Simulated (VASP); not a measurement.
Write the native input for VASP 6.6.1 that does the following.

```
Task                   : single point
Functional             : PBE
Potentials or basis    : VASP PAW PBE potentials, release 64 (Sr_sv)
Cutoff                 : 520 eV
k mesh                 : 10 × 10 × 5
Occupations            : fermi-dirac, width 0.08 eV
Spin                   : no spin polarisation
Dipole correction      : no
Further INCAR settings : ALGO = Normal; EDIFF = 1e-06; NBANDS = 17
```

The structure of Sr lies in POSCAR:

```
Sr
1.0
    4.3100002207     -0.0323250017     -0.0323250017
   -2.1829943830      3.7487321822     -0.0118317718
   -0.0528750000     -0.0528750000      7.0500000000
Sr
2
Direct
    0.3333333333      0.6666666667      0.2500000000
    0.6666666667      0.3333333333      0.7500000000
```

This cell differs from its parent crystal: equal xy, yz and zx shear strains of -1.5 %.

One way to write it, as run:

INCAR

```
PREC = Accurate
ENCUT = 520
EDIFF = 1E-6
ISMEAR = -1
SIGMA = 0.08
LREAL = F
LASPH = T
NELM = 60
ALGO = Normal
ISIF = 2
LWAVE = F
LCHARG = F
GGA = PE
NBANDS = 17
```

KPOINTS

```
Automatic mesh
0
Gamma
  10 10 5
```

Potentials or basis: VASP PAW PBE potentials, release 64 (Sr_sv).

The run is started by

```console
$ cat potpaw_PBE.64/Sr_sv/POTCAR > POTCAR
$ mpirun -np 1 vasp_std > vasp.out
```

It gave:

| Quantity | Value |
| --- | --- |
| Pressure | -0.3 GPa |
| Largest force | 0.014 eV/Å |
| Band gap on the k mesh | zero (bands 10 and 11 overlap by 0.15 eV) |

Caveat: the cell differs from its parent crystal (equal xy, yz and zx shear strains of -1.5 %).

Wall time 4.8 min on 1 thread of Intel(R) Xeon(R) Platinum 8375C CPU @ 2.90GHz (Ice Lake) (shared host), peak memory 0.53 GiB.
